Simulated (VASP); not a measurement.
A run of VASP 6.6.1 is set up as follows.

The input INCAR:

```
  PREC = Accurate
  ENCUT = 600
  EDIFF = 1E-7
  ISMEAR = 0
  SIGMA = 0.1
  LREAL = False
  LASPH = True
  NELM = 60
  ALGO = Normal
  ISIF = 3
  LWAVE = False
  LCHARG = False
  GGA = PE
  IBRION = 2
  NSW = 90
  EDIFFG = -0.04
```

The input KPOINTS:

```
regular mesh
0
Gamma
  6 6 4
```

File POSCAR:

```
HfC5
1.0
    4.9841835200      0.0000000000      0.0000000000
   -2.4920917600      4.3164295400      0.0000000000
    0.0000000000      0.0000000000      4.1493530500
Hf C
1 5
Direct
    0.0000000000      0.0000000000      0.0000000000
    0.0000000000      0.5000000000      0.5000000000
    0.3333333300      0.6666666700      0.0000000000
    0.6666666700      0.3333333300      0.0000000000
    0.5000000000      0.0000000000      0.5000000000
    0.5000000000      0.5000000000      0.5000000000
```

Potentials or basis: VASP PAW PBE potentials, release 64 (Hf_pv, C).

Launch:

```bash
$ cat potpaw_PBE.64/Hf_pv/POTCAR potpaw_PBE.64/C/POTCAR > POTCAR
$ mpirun -np 1 vasp_std > vasp.out
```

Question: Estimate the band gap on the k mesh.

Answer: Zero (bands 15 and 16 overlap by 2.86 eV).

Question: Predict the space group after relaxing (to 0.1 Å).

Answer: P6/mmm (No. 191).

Stress tensor (GPa, compression positive):
```
0.49 0.00 0.00
0.00 0.49 0.00
0.00 0.00 0.75
```

Caveat: the k points lie up to 0.61 Å⁻¹ apart in the final cell, too coarse for converged energies and pressures of a metal; spin-orbit coupling is left out, which moves the levels of the heavy elements.
